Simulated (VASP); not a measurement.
A run of VASP 6.6.1 is set up as follows.

Contents of INCAR:

```
SYSTEM = Ti
PREC = Accurate
ENCUT = 520
EDIFF = 1E-6
ISMEAR = 0
SIGMA = 0.15
LREAL = .FALSE.
LASPH = .TRUE.
NELM = 60
ALGO = Fast
ISIF = 2
LWAVE = .FALSE.
LCHARG = .FALSE.
GGA = PE
NBANDS = 12
```

The input KPOINTS:

```
regular mesh
0
G
  22 22 22
  0 0 0
```

The input POSCAR:

```
Ti
1.0
   -1.6475983816      1.6475983816      1.4189117263
    1.6475983816     -1.6475983816      1.4189117263
    1.6475983816      1.6475983816     -1.4189117263
Ti
1
Direct
    0.0000000000      0.0000000000      0.0000000000
```

Potentials or basis: VASP PAW PBE potentials, release 64 (Ti_sv).

The run is started by

```sh
$ cat potpaw_PBE.64/Ti_sv/POTCAR > POTCAR
$ mpirun -np 1 vasp_std > vasp.out
```

Task: Estimate the band gap on the k mesh.

Result: Zero (band 6 reaches 10.39 eV, above the bottom of band 7 at 8.78 eV).

Task: Estimate the pressure.

Result: 14.0 GPa.

Stress tensor (GPa, compression positive):
```
14.01  0.00  0.00
 0.00 14.01  0.00
 0.00  0.00 14.12
```
